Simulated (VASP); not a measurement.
A run of VASP 6.6.1:

File INCAR:

```
PREC = Accurate
ENCUT = 520
EDIFF = 1E-6
ISMEAR = 0
SIGMA = 0.05
LREAL = F
LASPH = T
NELM = 60
ALGO = Normal
ISIF = 2
LWAVE = F
LCHARG = F
GGA = PE
NBANDS = 19
```

File KPOINTS:

```
Automatic mesh
0
Gamma
  6 6 6
```

The input POSCAR:

```
SrCl2
1.0
    0.0000000000      3.5720146938      3.4136495103
    3.5720146938      0.0000000000      3.4136495103
    3.5720146938      3.5720146938      0.0000000000
Sr Cl
1 2
Direct
    0.0000000000      0.0000000000      0.0000000000
    0.2500000000      0.2500000000      0.2500000000
    0.7500000000      0.7500000000      0.7500000000
```

Potentials or basis: VASP PAW PBE potentials, release 64 (Sr_sv, Cl).

Run with:

```sh
$ cat potpaw_PBE.64/Sr_sv/POTCAR potpaw_PBE.64/Cl/POTCAR > POTCAR
$ mpirun -np 1 vasp_std > vasp.out
```

Hardware: 1 thread of Intel(R) Xeon(R) Platinum 8488C (Sapphire Rapids), on a shared host.

How long does it take, and how much memory?

It took 84 s on 1 thread of Intel(R) Xeon(R) Platinum 8488C (Sapphire Rapids) (shared host), peak memory 0.25 GiB. Counts: scf iterations 14, k points 30.
